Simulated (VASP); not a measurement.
# AlNi in VASP: notebook, part 2 of 3

VASP 6.6.1. The steps go on from the part before.

## Step 3: Electric field gradients, PBEsol, collinear spin, ferromagnetic start (volume scaled by 1.06)

File INCAR:

```
PREC     = Accurate       # precision mode
ENCUT    = 520            # plane-wave cutoff, eV
EDIFF    = 1E-8           # SCF threshold, eV
ISMEAR   = -1             # smearing method
SIGMA    = 0.05           # smearing width, eV
LREAL    = F              # projectors in reciprocal space
LASPH    = T              # aspherical terms in the spheres
NELM     = 150            # most SCF steps
ALGO     = Normal         # electronic algorithm
ISIF     = 2              # what is computed and relaxed
LWAVE    = F              # write WAVECAR
LCHARG   = F              # write CHGCAR
ISPIN    = 2              # spin polarisation
MAGMOM   = 0 1.5          # initial moments
LORBIT   = 11             # projections on sites
LMAXMIX  = 4              # l up to which the mixer works
GGA      = PS             # functional
LEFG     = T            
NBANDS   = 18             # bands
```

File KPOINTS:

```
Automatic mesh
0
Gamma
  13 13 13
```

File POSCAR:

```
AlNi
1.0
    2.9375045414      0.0000000000      0.0000000000
    0.0000000000      2.9375045414      0.0000000000
    0.0000000000      0.0000000000      2.9375045414
Al Ni
1 1
Direct
    0.0000000000      0.0000000000      0.0000000000
    0.5000000000      0.5000000000      0.5000000000
```

Potentials or basis: VASP PAW PBE potentials, release 64 (Al, Ni).

Started as:

```sh
cat potpaw_PBE.64/Al/POTCAR potpaw_PBE.64/Ni/POTCAR > POTCAR
mpirun -np 1 vasp_std > vasp.out
```

OUTCAR:

```text
PREC = Accurate
   ENCUT = 520
   EDIFF = 1E-8
   ISMEAR = -1
   LREAL = F
   LASPH = T
   NELM = 150
   ISIF = 2
   ISPIN = 2
   LORBIT = 11
   GGA = PS

 ion  position               nearest neighbor table
   1  0.000  0.000  0.000-   2 2.54   2 2.54   2 2.54   2 2.54   2 2.54   2 2.54   2 2.54   2 2.54

   2  0.500  0.500  0.500-   1 2.54   1 2.54   1 2.54   1 2.54   1 2.54   1 2.54   1 2.54   1 2.54

  LATTYP: Found a simple cubic cell.
 ALAT       =     2.9375045414

  Lattice vectors:

 A1 = (   2.9375045414,   0.0000000000,   0.0000000000)
 A2 = (   0.0000000000,   2.9375045414,   0.0000000000)
 A3 = (   0.0000000000,   0.0000000000,   2.9375045414)

Analysis of symmetry for initial positions (statically):
=====================================================================
 Subroutine PRICEL returns:
 Original cell was already a primitive cell.

 Routine SETGRP: Setting up the symmetry group for a
 simple cubic supercell.

 Subroutine GETGRP returns: Found 48 space group operations
 (whereof 48 operations were pure point group operations)
 out of a pool of 48 trial point group operations.

The static configuration has the point symmetry O_h .

Analysis of symmetry for dynamics (positions and initial velocities):
=====================================================================
 Subroutine PRICEL returns:
 Original cell was already a primitive cell.

 Routine SETGRP: Setting up the symmetry group for a
 simple cubic supercell.

[... 1189 lines left out ...]
 [... further k-points ...]
[... 5 lines left out ...]
  --------------------------------------------------------------------------------------
  -------------------------------------------------------------------------------------
  Total       -1.7917278     -1.7917278     -1.7917278      0.0000000      0.0000000     -0.0000000
  in kB     -113.2522856   -113.2522856   -113.2522856      0.0000000      0.0000000     -0.0000000
  external PRESSURE =    -113.2522856 kB  Pullay stress =       0.0000000 kB

 VOLUME and BASIS-vectors are now :
 -----------------------------------------------------------------------------
  energy-cutoff  :      520.00
  volume of cell :       25.35
      direct lattice vectors                 reciprocal lattice vectors
     2.937504541  0.000000000  0.000000000     0.340425006  0.000000000  0.000000000
     0.000000000  2.937504541  0.000000000     0.000000000  0.340425006  0.000000000
     0.000000000  0.000000000  2.937504541     0.000000000  0.000000000  0.340425006

 POSITION                                       TOTAL-FORCE (eV/Angst)
 -----------------------------------------------------------------------------------
      0.00000      0.00000      0.00000         0.000000      0.000000      0.000000
      1.46875      1.46875      1.46875         0.000000      0.000000      0.000000
 -----------------------------------------------------------------------------------
    total drift:                                0.000000      0.000000     -0.000000

  FREE ENERGIE OF THE ION-ELECTRON SYSTEM (eV)
  ---------------------------------------------------
  free  energy   TOTEN  =       -11.5217501225 eV

  energy  without entropy=      -11.5161321566  energy(sigma->0) =      -11.51894114

 Electric field gradients (V/A^2)
---------------------------------------------------------------------
 ion       V_xx      V_yy      V_zz      V_xy      V_xz      V_yz
---------------------------------------------------------------------
   1       0.000     0.000    -0.000    -0.000    -0.000    -0.000
   2       0.000     0.000    -0.000     0.000    -0.000     0.000
---------------------------------------------------------------------

 Electric field gradients after diagonalization (V/A^2)
 (convention: |V_zz| > |V_xx| > |V_yy|)
----------------------------------------------------------------------
 ion       V_xx      V_yy      V_zz     asymmetry (V_yy - V_xx)/ V_zz
----------------------------------------------------------------------
   1       0.000     0.000    -0.000       0.007
   2       0.000     0.000    -0.000       0.273
----------------------------------------------------------------------

           NMR quadrupolar parameters

 Cq : quadrupolar parameter    Cq=e*Q*V_zz/h
 eta: asymmetry parameters     (V_yy - V_xx)/ V_zz
 Q  : nuclear electric quadrupole moment in mb (millibarn)
----------------------------------------------------------------------
 ion       Cq(MHz)       eta       Q (mb)
----------------------------------------------------------------------
   1      -0.000       0.007       1.000
   2      -0.000       0.273       1.000
----------------------------------------------------------------------

 total charge

# of ion       s       p       d       tot
------------------------------------------
    1        0.378   0.388   0.000   0.765
    2        0.457   0.471   8.452   9.381
--------------------------------------------------
tot          0.835   0.859   8.452  10.146

 magnetization (x)

# of ion       s       p       d       tot
------------------------------------------
    1       -0.000   0.000   0.000  -0.000
    2        0.000   0.000  -0.000  -0.000
--------------------------------------------------
tot         -0.000   0.000  -0.000  -0.000
```

OSZICAR:

```text
N       E                     dE             d eps       ncg     rms          rms(c)
DAV:   1     0.432714810543E+02    0.43271E+02   -0.50453E+03  6192   0.749E+02
DAV:   2    -0.103550163534E+02   -0.53626E+02   -0.46895E+02  6540   0.159E+02
DAV:   3    -0.129265126614E+02   -0.25715E+01   -0.25211E+01  7336   0.361E+01
DAV:   4    -0.129597621464E+02   -0.33249E-01   -0.33221E-01  7124   0.361E+00
DAV:   5    -0.129605172273E+02   -0.75508E-03   -0.75504E-03  7080   0.598E-01    0.135E+01
DAV:   6    -0.160185049162E+02   -0.30580E+01   -0.51502E+01  6868   0.830E+01    0.192E+01
DAV:   7    -0.115682972877E+02    0.44502E+01   -0.14664E+01  6820   0.479E+01    0.236E+00
DAV:   8    -0.115342956478E+02    0.34002E-01   -0.52898E-01  8072   0.688E+00    0.113E+00
DAV:   9    -0.115211052231E+02    0.13190E-01   -0.49059E-02  7180   0.187E+00    0.698E-01
DAV:  10    -0.115218415821E+02   -0.73636E-03   -0.18848E-03  8144   0.426E-01    0.235E-01
DAV:  11    -0.115216237948E+02    0.21779E-03   -0.24856E-03  7958   0.401E-01    0.127E-01
DAV:  12    -0.115217544854E+02   -0.13069E-03   -0.37486E-04  7686   0.173E-01    0.379E-02
DAV:  13    -0.115217501902E+02    0.42952E-05   -0.10688E-05  8162   0.340E-02    0.176E-02
DAV:  14    -0.115217500875E+02    0.10267E-06   -0.22207E-06  7992   0.175E-02    0.751E-03
DAV:  15    -0.115217501878E+02   -0.10025E-06   -0.41684E-07  8242   0.607E-03    0.192E-03
DAV:  16    -0.115217501341E+02    0.53696E-07   -0.14993E-08  5168   0.862E-04    0.718E-04
DAV:  17    -0.115217501227E+02    0.11349E-07   -0.29790E-09  3338   0.596E-04    0.190E-04
DAV:  18    -0.115217501225E+02    0.24124E-09   -0.46572E-10  3292   0.154E-04
   1 F= -.11521750E+02 E0= -.11518941E+02  d E =-.561797E-02  mag=    -0.0000
```

stdout:

```text
POSCAR found type information on POSCAR AlNi
 POSCAR found :  2 types and       2 ions
 scaLAPACK will be used
 -----------------------------------------------------------------------------
|                                                                             |
|                                                                             |
|     You enforced a specific xc type in the INCAR file but a different       |
|     I HOPE YOU KNOW WHAT YOU ARE DOING!                                     |
|                                                                             |
 -----------------------------------------------------------------------------

 LDA part: xc-table for (Slater+PW92), standard interpolation
 POSCAR, INCAR and KPOINTS ok, starting setup
 FFT: planning ... GRIDC
 FFT: planning ... GRID_SOFT
 FFT: planning ... GRID
 WAVECAR not read
 entering main loop
ion   1

ion   2
```

Run time: 44 s. Hardware: 1 thread of Intel Xeon Platinum 8488C (Sapphire Rapids), shared host; peak memory 0.19 GiB.

Results:

| Item | Value |
| --- | --- |
| Free energy | -11.5218 eV |
| Pressure | -11.3 GPa |
| Net moment | 0.00 μB per cell |
| Valence electrons inside the program's atomic spheres | Al 0.77; Ni 9.38 |

Caveat: the starting moments collapsed, and a magnetic state may lie lower; without QUAD_EFG the Cq values of the log hold for a quadrupole moment of 1 mb, not for the nuclei; the PAW data sets were made with another functional, which shifts forces and pressure a little.

## Step 4: Electric field gradients, PBEsol, collinear spin, ferromagnetic start (equal xy, yz and zx shear strains of -3 %)

File INCAR:

```
ALGO     = Normal         # electronic algorithm
EDIFF    = 1E-8           # SCF threshold, eV
ENCUT    = 520            # plane-wave cutoff, eV
GGA      = PS             # functional
ISIF     = 2              # what is computed and relaxed
ISMEAR   = -1             # smearing method
ISPIN    = 2              # spin polarisation
LASPH    = T              # aspherical terms in the spheres
LCHARG   = F              # write CHGCAR
LEFG     = T            
LMAXMIX  = 4              # l up to which the mixer works
LORBIT   = 11             # projections on sites
LREAL    = F              # projectors in reciprocal space
LWAVE    = F              # write WAVECAR
MAGMOM   = 0 1.5          # initial moments
NBANDS   = 18             # bands
NELM     = 150            # most SCF steps
PREC     = Accurate       # precision mode
SIGMA    = 0.05           # smearing width, eV
```

File KPOINTS:

```
k-points
0
Gamma
  13 13 13
```

File POSCAR:

```
AlNi
1.0
    2.8810000000     -0.0432150000     -0.0432150000
   -0.0432150000      2.8810000000     -0.0432150000
   -0.0432150000     -0.0432150000      2.8810000000
Al Ni
1 1
Direct
    0.0000000000      0.0000000000      0.0000000000
    0.5000000000      0.5000000000      0.5000000000
```

Potentials or basis: VASP PAW PBE potentials, release 64 (Al, Ni).

Started as:

```sh
cat potpaw_PBE.64/Al/POTCAR potpaw_PBE.64/Ni/POTCAR > POTCAR
mpirun -np 1 vasp_std > vasp.out
```

OUTCAR:

```text
EDIFF = 1E-8
   ENCUT = 520
   GGA = PS
   ISIF = 2
   ISMEAR = -1
   ISPIN = 2
   LASPH = T
   LORBIT = 11
   LREAL = F
   NELM = 150
   PREC = Accurate

 ion  position               nearest neighbor table
   1  0.000  0.000  0.000-   2 2.42   2 2.42   2 2.52   2 2.52   2 2.52   2 2.52   2 2.52   2 2.52

   2  0.500  0.500  0.500-   1 2.42   1 2.42   1 2.52   1 2.52   1 2.52   1 2.52   1 2.52   1 2.52

  LATTYP: Found a trigonal (rhomboedric) cell.
 ALAT       =     2.8816481521
 COS(alpha) =    -0.0297616073

  Lattice vectors:

 A1 = (   2.8810000000,  -0.0432150000,  -0.0432150000)
 A2 = (  -0.0432150000,   2.8810000000,  -0.0432150000)
 A3 = (  -0.0432150000,  -0.0432150000,   2.8810000000)

Analysis of symmetry for initial positions (statically):
=====================================================================
 Subroutine PRICEL returns:
 Original cell was already a primitive cell.

 Routine SETGRP: Setting up the symmetry group for a
 trigonal (rhombohedral) supercell.

 Subroutine GETGRP returns: Found 12 space group operations
 (whereof 12 operations were pure point group operations)
 out of a pool of 12 trial point group operations.

The static configuration has the point symmetry D_3d.

Analysis of symmetry for dynamics (positions and initial velocities):
=====================================================================
 Subroutine PRICEL returns:
 Original cell was already a primitive cell.

 Routine SETGRP: Setting up the symmetry group for a
[... 1191 lines left out ...]
 [... further k-points ...]
[... 5 lines left out ...]
  --------------------------------------------------------------------------------------
  -------------------------------------------------------------------------------------
  Total       -0.3936718     -0.3936718     -0.3936718      0.5979199      0.5979199      0.5979199
  in kB      -26.3943703    -26.3943703    -26.3943703     40.0885176     40.0885176     40.0885176
  external PRESSURE =     -26.3943703 kB  Pullay stress =       0.0000000 kB

 VOLUME and BASIS-vectors are now :
 -----------------------------------------------------------------------------
  energy-cutoff  :      520.00
  volume of cell :       23.90
      direct lattice vectors                 reciprocal lattice vectors
     2.881000000 -0.043215000 -0.043215000     0.347260348  0.005288229  0.005288229
    -0.043215000  2.881000000 -0.043215000     0.005288229  0.347260348  0.005288229
    -0.043215000 -0.043215000  2.881000000     0.005288229  0.005288229  0.347260348

 POSITION                                       TOTAL-FORCE (eV/Angst)
 -----------------------------------------------------------------------------------
      0.00000      0.00000      0.00000        -0.000000     -0.000000      0.000000
      1.39728      1.39728      1.39728         0.000000      0.000000      0.000000
 -----------------------------------------------------------------------------------
    total drift:                                0.000000      0.000000     -0.000000

  FREE ENERGIE OF THE ION-ELECTRON SYSTEM (eV)
  ---------------------------------------------------
  free  energy   TOTEN  =       -11.5624968703 eV

  energy  without entropy=      -11.5576226900  energy(sigma->0) =      -11.56005978

 Electric field gradients (V/A^2)
---------------------------------------------------------------------
 ion       V_xx      V_yy      V_zz      V_xy      V_xz      V_yz
---------------------------------------------------------------------
   1      -0.000    -0.000    -0.000    -4.166    -4.166    -4.166
   2      -0.000    -0.000    -0.000    -4.125    -4.125    -4.125
---------------------------------------------------------------------

 Electric field gradients after diagonalization (V/A^2)
 (convention: |V_zz| > |V_xx| > |V_yy|)
----------------------------------------------------------------------
 ion       V_xx      V_yy      V_zz     asymmetry (V_yy - V_xx)/ V_zz
----------------------------------------------------------------------
   1       4.166     4.166    -8.332       0.000
   2       4.125     4.125    -8.250       0.000
----------------------------------------------------------------------

           NMR quadrupolar parameters

 Cq : quadrupolar parameter    Cq=e*Q*V_zz/h
 eta: asymmetry parameters     (V_yy - V_xx)/ V_zz
 Q  : nuclear electric quadrupole moment in mb (millibarn)
----------------------------------------------------------------------
 ion       Cq(MHz)       eta       Q (mb)
----------------------------------------------------------------------
   1      -0.020       0.000       1.000
   2      -0.020       0.000       1.000
----------------------------------------------------------------------

 total charge

# of ion       s       p       d       tot
------------------------------------------
    1        0.384   0.413   0.000   0.797
    2        0.481   0.520   8.481   9.482
--------------------------------------------------
tot          0.865   0.934   8.481  10.279

 magnetization (x)

# of ion       s       p       d       tot
------------------------------------------
    1       -0.000   0.000   0.000   0.000
    2       -0.000   0.000   0.000   0.000
--------------------------------------------------
tot         -0.000   0.000   0.000   0.000
```

OSZICAR:

```text
N       E                     dE             d eps       ncg     rms          rms(c)
DAV:   1     0.445532617402E+02    0.44553E+02   -0.50190E+03 17058   0.754E+02
DAV:   2    -0.103579135468E+02   -0.54911E+02   -0.48323E+02 18002   0.163E+02
DAV:   3    -0.130186521959E+02   -0.26607E+01   -0.26074E+01 19906   0.368E+01
DAV:   4    -0.130529177250E+02   -0.34266E-01   -0.34234E-01 19566   0.368E+00
DAV:   5    -0.130536657698E+02   -0.74804E-03   -0.74799E-03 19464   0.594E-01    0.139E+01
DAV:   6    -0.157245912617E+02   -0.26709E+01   -0.48508E+01 18768   0.827E+01    0.182E+01
DAV:   7    -0.115975844092E+02    0.41270E+01   -0.14168E+01 18784   0.478E+01    0.207E+00
DAV:   8    -0.115763628999E+02    0.21222E-01   -0.42473E-01 21994   0.626E+00    0.111E+00
DAV:   9    -0.115624983335E+02    0.13865E-01   -0.38765E-02 20112   0.178E+00    0.641E-01
DAV:  10    -0.115626746507E+02   -0.17632E-03   -0.14686E-03 23036   0.358E-01    0.202E-01
DAV:  11    -0.115624400471E+02    0.23460E-03   -0.11971E-03 20584   0.282E-01    0.957E-02
DAV:  12    -0.115625022797E+02   -0.62233E-04   -0.17630E-04 21608   0.121E-01    0.426E-02
DAV:  13    -0.115624971796E+02    0.51001E-05   -0.12450E-05 22128   0.393E-02    0.162E-02
DAV:  14    -0.115624969034E+02    0.27616E-06   -0.21415E-06 23070   0.165E-02    0.597E-03
DAV:  15    -0.115624969202E+02   -0.16831E-07   -0.25991E-07 23226   0.476E-03    0.189E-03
DAV:  16    -0.115624968778E+02    0.42413E-07   -0.66656E-09 11130   0.793E-04    0.614E-04
DAV:  17    -0.115624968703E+02    0.75411E-08   -0.14407E-09  9010   0.425E-04
   1 F= -.11562497E+02 E0= -.11560060E+02  d E =-.487418E-02  mag=    -0.0000
```

stdout:

```text
POSCAR found type information on POSCAR AlNi
 POSCAR found :  2 types and       2 ions
 scaLAPACK will be used
 -----------------------------------------------------------------------------
|                                                                             |
|                                                                             |
|     You enforced a specific xc type in the INCAR file but a different       |
|     I HOPE YOU KNOW WHAT YOU ARE DOING!                                     |
|                                                                             |
 -----------------------------------------------------------------------------

 LDA part: xc-table for (Slater+PW92), standard interpolation
 POSCAR, INCAR and KPOINTS ok, starting setup
 FFT: planning ... GRIDC
 FFT: planning ... GRID_SOFT
 FFT: planning ... GRID
 WAVECAR not read
 entering main loop
ion   1

ion   2
```

It took 80 s on 1 thread of Intel Xeon 6975P-C (Granite Rapids), shared host; peak memory 0.26 GiB.

Results:

```
Free energy                                           : -11.5625 eV
Pressure                                              : -2.6 GPa
Net moment                                            : 0.00 μB per cell
Valence electrons inside the program's atomic spheres : Al 0.80; Ni 9.48
```

Stress tensor (GPa, compression positive):
```
-2.64  4.01  4.01
 4.01 -2.64  4.01
 4.01  4.01 -2.64
```

Electric field gradients, principal values (V/Å²):
| atom | least | middle | greatest (by size) |
| --- | --- | --- | --- |
| 1 Al | 4.166 | 4.166 | -8.332 |
| 2 Ni | 4.125 | 4.125 | -8.250 |

Caveat: the cell differs from its parent crystal (equal xy, yz and zx shear strains of -3 %); the starting moments collapsed, and a magnetic state may lie lower; without QUAD_EFG the Cq values of the log hold for a quadrupole moment of 1 mb, not for the nuclei; the PAW data sets were made with another functional, which shifts forces and pressure a little.

(Part 2 of 3 ends here.)
